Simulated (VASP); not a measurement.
# GaAs (F-43m) in VASP: further runs, part 2 of 2

VASP 6.6.1. The steps go on from the part before.

### 4 Single point, PBE (strain +1.0%)

File INCAR:

```
SYSTEM = GaAs
PREC     = Accurate       ! precision mode
ENCUT    = 510            ! plane-wave cutoff, eV
EDIFF    = 1E-6           ! SCF threshold, eV
ISMEAR   = -1             ! smearing method
SIGMA    = 0.02           ! smearing width, eV
LREAL    = .False.        ! projectors in reciprocal space
LASPH    = .True.         ! aspherical terms in the spheres
NELM     = 120            ! most SCF steps
ALGO     = Normal         ! electronic algorithm
ISIF     = 2              ! what is computed and relaxed
LWAVE    = .False.        ! write WAVECAR
LCHARG   = .True.         ! write CHGCAR
GGA      = PE             ! functional
LELF     = .True.         ! ELF
LVHAR    = .True.       
NBANDS   = 21             ! bands
GGA_COMPAT= .False.
```

File KPOINTS:

```
regular mesh
0
Gamma
  8 8 8
  0 0 0
```

File POSCAR:

```
GaAs
1.0
    0.0000000000      2.8614159464      2.8614159464
    2.8614159464      0.0000000000      2.8614159464
    2.8614159464      2.8614159464      0.0000000000
Ga As
1 1
Direct
    0.0000000000      0.0000000000      0.0000000000
    0.2500000000      0.2500000000      0.2500000000
```

Potentials or basis: VASP PAW PBE potentials, release 64 (Ga_d, As_d).

Started as:

```console
> cat potpaw_PBE.64/Ga_d/POTCAR potpaw_PBE.64/As_d/POTCAR > POTCAR
> mpirun -np 1 vasp_std > vasp.out
```

OUTCAR:

```text
SYSTEM = GaAs
   PREC = Accurate
   ENCUT = 510
   EDIFF = 1E-6
   ISMEAR = -1
   LREAL = .False.
   LASPH = .True.
   NELM = 120
   ISIF = 2
   GGA = PE

 ion  position               nearest neighbor table
   1  0.000  0.000  0.000-   2 2.48   2 2.48   2 2.48   2 2.48
   2  0.250  0.250  0.250-   1 2.48   1 2.48   1 2.48   1 2.48

  LATTYP: Found a face centered cubic cell.
 ALAT       =     5.7228318928

  Lattice vectors:

 A1 = (   0.0000000000,   2.8614159464,   2.8614159464)
 A2 = (   2.8614159464,   0.0000000000,   2.8614159464)
 A3 = (   2.8614159464,   2.8614159464,   0.0000000000)

Analysis of symmetry for initial positions (statically):
=====================================================================
 Subroutine PRICEL returns:
 Original cell was already a primitive cell.

 Routine SETGRP: Setting up the symmetry group for a
 face centered cubic supercell.

 Subroutine GETGRP returns: Found 24 space group operations
 (whereof 24 operations were pure point group operations)
[... 159 lines left out ...]
  ---------------------------------------------------
  free energy    TOTEN  =        -8.28264546 eV

  energy without entropy =       -8.28264135  energy(sigma->0) =       -8.28264341

 E-fermi :   2.9600     XC(G=0):  -9.7416

 val. band max:        2.8259798958   @ k =   0.0000   0.0000   0.0000
 cond. band min:       3.0720384993   @ k =   0.0000   0.0000   0.0000
 fundamental gap:      0.2460586035
 Fermi energy:         2.9600204988

 k-point     1 :       0.0000    0.0000    0.0000
  band No.  band energies     occupation
      1     -32.2657      2.00000
      2     -32.2657      2.00000
      3     -32.2657      2.00000
      4     -32.2567      2.00000
      5     -32.2567      2.00000
      6     -11.9151      2.00000
[... 565 lines left out ...]
     20      14.3442      0.00000
     21      14.7809      0.00000

 [... further k-points ...]

------------------------ aborting loop because EDIFF is reached ----------------------------------------

  FORCE on cell =-STRESS in cart. coord.  units (eV):
  Direction    XX          YY          ZZ          XY          YZ          ZX
  --------------------------------------------------------------------------------------
  -------------------------------------------------------------------------------------
  Total        0.1957572      0.1957572      0.1957572      0.0000000      0.0000000     -0.0000000
  in kB        6.6935313      6.6935313      6.6935313      0.0000000      0.0000000     -0.0000000
  external PRESSURE =       6.6935313 kB  Pullay stress =       0.0000000 kB

 VOLUME and BASIS-vectors are now :
 -----------------------------------------------------------------------------
  energy-cutoff  :      510.00
  volume of cell :       46.86
      direct lattice vectors                 reciprocal lattice vectors
     0.000000000  2.861415946  2.861415946    -0.174738664  0.174738664  0.174738664
     2.861415946  0.000000000  2.861415946     0.174738664 -0.174738664  0.174738664
     2.861415946  2.861415946  0.000000000     0.174738664  0.174738664 -0.174738664

 POSITION                                       TOTAL-FORCE (eV/Angst)
 -----------------------------------------------------------------------------------
      0.00000      0.00000      0.00000         0.000000      0.000000     -0.000000
      1.43071      1.43071      1.43071        -0.000000     -0.000000      0.000000
 -----------------------------------------------------------------------------------
    total drift:                                0.000000      0.000000      0.000000

  FREE ENERGIE OF THE ION-ELECTRON SYSTEM (eV)
  ---------------------------------------------------
  free  energy   TOTEN  =        -8.2826454647 eV

  energy  without entropy=       -8.2826413505  energy(sigma->0) =       -8.28264341
```

OSZICAR:

```text
N       E                     dE             d eps       ncg     rms          rms(c)
DAV:   1     0.178735355174E+03    0.17874E+03   -0.13454E+04  1535   0.538E+03
DAV:   2     0.186140454934E+02   -0.16012E+03   -0.15465E+03  1248   0.782E+02
DAV:   3    -0.725533844035E+01   -0.25869E+02   -0.25643E+02  1328   0.142E+02
DAV:   4    -0.841489636248E+01   -0.11596E+01   -0.11586E+01  1423   0.339E+01
DAV:   5    -0.843900622915E+01   -0.24110E-01   -0.24109E-01  1343   0.555E+00    0.318E+00
DAV:   6    -0.830055506626E+01    0.13845E+00   -0.25640E-01  1744   0.740E+00    0.188E+00
DAV:   7    -0.828100532662E+01    0.19550E-01   -0.80362E-02  1415   0.196E+00    0.608E-01
DAV:   8    -0.828210641065E+01   -0.11011E-02   -0.13661E-02  1574   0.173E+00    0.104E-01
DAV:   9    -0.828254602914E+01   -0.43962E-03   -0.15090E-03  1333   0.557E-01    0.505E-02
DAV:  10    -0.828259743568E+01   -0.51407E-04   -0.16637E-04  1441   0.134E-01    0.223E-02
DAV:  11    -0.828264510444E+01   -0.47669E-04   -0.73456E-05  1440   0.709E-02    0.556E-03
DAV:  12    -0.828264546468E+01   -0.36024E-06   -0.50514E-06  1463   0.280E-02
   1 F= -.82826455E+01 E0= -.82826434E+01  d E =-.411414E-05
```

stdout:

```text
POSCAR found type information on POSCAR GaAs
 POSCAR found :  2 types and       2 ions
 scaLAPACK will be used
 LDA part: xc-table for (Slater+PW92), standard interpolation
 POSCAR, INCAR and KPOINTS ok, starting setup
 FFT: planning ... GRIDC
 FFT: planning ... GRID_SOFT
 FFT: planning ... GRID
 WAVECAR not read
 entering main loop
```

Wall time 24 s (1 thread of Intel Xeon Platinum 8488C (Sapphire Rapids), shared host); peak memory 0.18 GiB.

What came out:

* Free energy: -8.2826 eV
* Pressure: 0.7 GPa
* Band gap on the k mesh: 0.25 eV

Caveat: the cell differs from its parent crystal (strain +1.0%); semilocal functionals underestimate gaps, and a narrow one can read as zero.

### 5 Summary

```csv
level,potentials or basis,cell,k mesh,cutoff (eV),smearing,grid for exact exchange (PRECFOCK),share of exact exchange,screening parameter,gap on the mesh (eV),pressure (GPa)
HSE06,"VASP PAW PBE potentials, release 64 (Ga_d, As)","a = 3.967 Å, angles 60.0°, 2 atoms",6 × 6 × 6,520,gaussian 0.01 eV,Normal,0.25,0.2079 1/Å,1.62,2.9
HSE06,"VASP PAW PBE potentials, release 64 (Ga_d, As)","a = 3.926 Å, angles 60.0°, 2 atoms",6 × 6 × 6,520,gaussian 0.01 eV,Normal,0.25,0.2079 1/Å,1.89,5.7
PBE,"VASP PAW PBE potentials, release 64 (Ga_d, As_d)","a = 4.047 Å, angles 60.0°, 2 atoms",8 × 8 × 8,510,fermi-dirac 0.02 eV,-,-,-,0.25,0.7
```

Alike in all rows: task single point; no spin polarisation.

Caveats: the PAW data sets were made with another functional, which shifts forces and pressure a little (at least some runs); the cell stands under pressure (at least some runs); semilocal functionals underestimate gaps, and a narrow one can read as zero (at least some runs).

Absolute energies hang on the potentials; compare differences alone.
